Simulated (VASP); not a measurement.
Crystal: HfMoC2.

```
CELL_PARAMETERS angstrom
3.25402 0.00000 0.00000
0.00000 3.25402 0.00000
0.00000 0.00000 4.57313
ATOMIC_POSITIONS crystal
Hf 0.00000 0.00000 0.00000
Mo 0.50000 0.50000 0.50000
C 0.50000 0.50000 0.00000
C 0.00000 0.00000 0.50000
```

Base run:

| Item | Value |
| --- | --- |
| Program | VASP 6.6.1 |
| Functional | LDA |
| Potentials or basis | VASP PAW LDA potentials, release 64 (Hf_pv, Mo_sv, C) |
| Cutoff | 520 eV |
| k mesh | 8 × 8 × 6 |
| Occupations | fermi-dirac, width 0.05 eV |
| Spin | no spin polarisation |

Its results: band gap on the k mesh zero (band 16 reaches 9.60 eV, above the bottom of band 17 at 7.34 eV); pressure -26.6 GPa.

Task: The run is repeated on the same cell with these changes: functional from LDA to PBEsol; potentials or basis from VASP PAW LDA potentials, release 64 (Hf_pv, Mo_sv, C) to VASP PAW PBE potentials, release 64 (Hf_pv, Mo_sv, C). What comes out?

Result: Band gap on the k mesh zero (band 16 reaches 9.57 eV, above the bottom of band 17 at 7.34 eV); pressure -22.3 GPa.

Caveats: spin-orbit coupling is left out, which moves the levels of the heavy elements; the PAW data sets were made with another functional, which shifts forces and pressure a little (some runs).
